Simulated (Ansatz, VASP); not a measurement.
## TaNb2O5 in VASP and in Ansatz

```
Ta Nb O
1.0
     5.25173    0.00000    0.00000
     0.00000    5.25173    0.00000
     0.00000    0.00000    3.72944
Ta Nb O
1 2 5
Direct
  0.00000 0.00000 0.00000
  0.00000 0.50000 0.50000
  0.50000 0.00000 0.50000
  0.73625 0.73625 0.00000
  0.26375 0.73625 0.00000
  0.73625 0.26375 0.00000
  0.00000 0.00000 0.50000
  0.26375 0.26375 0.00000
```

Change from the starting cell: species swapped into the Cs2MnF5 type (P4/mmm, No. 123).

Alike in both runs: functional PBE; k mesh 3 × 3 × 4; occupations gaussian, width 0.15 eV; no spin polarisation.

Ansatz relaxed the structure, and its values are those at the end. VASP's run is a single point on that final structure, the one shown.

|  | VASP | Ansatz |
| --- | --- | --- |
| version | VASP 6.6.1 | Ansatz 0.2.0 |
| potentials or method | VASP PAW PBE potentials, release 64 (Ta_pv, Nb_sv, O), cutoff 600 eV | scalar-relativistic, plane waves, PAW |
| valence electrons in the cell | 67 | 69 |

|  | VASP | Ansatz | Ansatz less VASP |
| --- | --- | --- | --- |
| gap on the k mesh at the Fermi level (eV) | none | none | - |
| pressure (GPa) | 0.5 | 0.1 | -0.41 |
| rms of the force components (eV/Å) | 0.043 | 0.001 | -0.0422 |

A gap of «none» marks a metal or a gap that the smearing closes. VASP's potentials hold 67 valence electrons a cell and Ansatz's 69, so a difference there can come from the potentials and not from the codes.

The k mesh is coarse, so the values compare programs but aren't converged. Neither program's run includes spin-orbit coupling.
